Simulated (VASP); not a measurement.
Here is a VASP 6.6.1 calculation.

The input INCAR:

```
PREC = Accurate
ENCUT = 520
EDIFF = 1E-6
ISMEAR = 0
SIGMA = 0.15
LREAL = False
LASPH = True
NELM = 100
ALGO = Fast
ISIF = 2
LWAVE = False
LCHARG = True
GGA = PE
LELF = True
LVHAR = True
NBANDS = 12
```

Contents of KPOINTS:

```
regular mesh
0
Gamma
  24 24 24
```

Contents of POSCAR:

```
Cu
1.0
   -1.6114550499      1.6114550499      1.3399248740
    1.6114550499     -1.6114550499      1.3399248740
    1.6114550499      1.6114550499     -1.3399248740
Cu
1
Direct
    0.0000000000      0.0000000000      0.0000000000
```

Potentials or basis: VASP PAW PBE potentials, release 64 (Cu).

Command:

```sh
$ cat potpaw_PBE.64/Cu/POTCAR > POTCAR
$ mpirun -np 1 vasp_std > vasp.out
```

(1) What does it give for the band gap on the k mesh?

(2) Predict the pressure.

Answers

(1) zero (an odd number of electrons rules out a gap without spin polarisation).

(2) -12.8 GPa.

Caveat: the cell stands under tension.
